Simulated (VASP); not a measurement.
MoH2:

```
H Mo
1.0
     0.00000    2.49320    2.49320
     2.49320    0.00000    2.49320
     2.49320    2.49320    0.00000
H Mo
2 1
Direct
  0.75000 0.75000 0.75000
  0.50000 0.50000 0.50000
  0.00000 0.00000 0.00000
```

* Program: VASP 6.6.1
* Task: relaxation of cell and atoms
* Functional: PBE
* Potentials or basis: VASP PAW PBE potentials, release 64 (H, Mo_sv)
* Cutoff: 600 eV
* k mesh: 6 × 6 × 6
* Occupations: gaussian, width 0.1 eV
* Spin: no spin polarisation

At the start: pressure -38.4 GPa; volume 10.33 Å³/atom.

Task: Where does the relaxation end?

Result: Over 3 steps the energy falls by 611.7 meV/atom and the volume is 6.83 Å³/atom (-33.9 %); space group F-43m (No. 216, to 0.05 Å).

The path:
```tsv
step	energy change (eV)	largest force (eV/Å)	pressure (GPa)	volume (Å³)
1	0.0000	0.0000	-38.44	31.00
2	-1.8186	0.0000	-7.23	21.15
3	-1.8352	0.0000	-0.48	20.48
```

Final structure:
```
H Mo
1.0
     0.00000    2.17154    2.17154
     2.17154    0.00000    2.17154
     2.17154    2.17154    0.00000
H Mo
2 1
Direct
  0.75000 0.75000 0.75000
  0.50000 0.50000 0.50000
  0.00000 0.00000 0.00000
```

Caveat: the k points lie up to 0.42 Å⁻¹ apart in the final cell; the volume moved by over 15 % at a fixed basis, so the end points are rough.
